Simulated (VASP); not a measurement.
Set up this calculation in VASP 6.6.1, as the native input.

```
Task                   : single point
Functional             : PBE
Potentials or basis    : VASP PAW PBE potentials, release 64 (Ba_sv, Cd, Se)
Cutoff                 : 520 eV
k mesh                 : 2 × 2 × 2
Occupations            : gaussian, width 0.15 eV
Spin                   : no spin polarisation
Dipole correction      : no
Further INCAR settings : ALGO = Normal; EDIFF = 1e-06; NBANDS = 45
```

The structure of BaCd3Se4 lies in POSCAR:

```
BaCd3Se4
1.0
   -3.7237644440      3.7237644440      3.7237644440
    3.7237644440     -3.7237644440      3.7237644440
    3.7237644440      3.7237644440     -3.7237644440
Ba Cd Se
1 3 4
Direct
    0.0000000000      0.0000000000      0.0000000000
    0.0000000000      0.5000000000      0.5000000000
    0.5000000000      0.0000000000      0.5000000000
    0.5000000000      0.5000000000      0.0000000000
    0.4985932816      0.4985932816      0.4985932816
    0.0000000000      0.0000000000      0.5014067184
    0.0000000000      0.5014067184      0.0000000000
    0.5014067184      0.0000000000      0.0000000000
```

The input as run:

INCAR

```
PREC = Accurate ; ENCUT = 520
EDIFF = 1E-6 ; ISMEAR = 0
SIGMA = 0.15 ; LREAL = F
LASPH = T ; NELM = 100
ALGO = Normal ; ISIF = 2
LWAVE = F ; LCHARG = F
GGA = PE ; NBANDS = 45
```

KPOINTS

```
regular mesh
0
Gamma
  2 2 2
```

Potentials or basis: VASP PAW PBE potentials, release 64 (Ba_sv, Cd, Se).

Run with:

```console
$ cat potpaw_PBE.64/Ba_sv/POTCAR potpaw_PBE.64/Cd/POTCAR potpaw_PBE.64/Se/POTCAR > POTCAR
$ mpirun -np 1 vasp_std > vasp.out
```

Results of the run:

- Pressure: 0.0 GPa
- Largest force: 0.016 eV/Å
- Band gap on the k mesh: zero (band 35 reaches 2.67 eV, above the bottom of band 36 at 2.60 eV)

Caveat: the k points lie up to 0.60 Å⁻¹ apart; spin-orbit coupling is left out, which moves the levels of the heavy elements.

Run time: 56 s on 1 thread of AMD EPYC 7R43 64-Core Processor (Zen 3), on a shared host, peak memory 0.28 GiB.
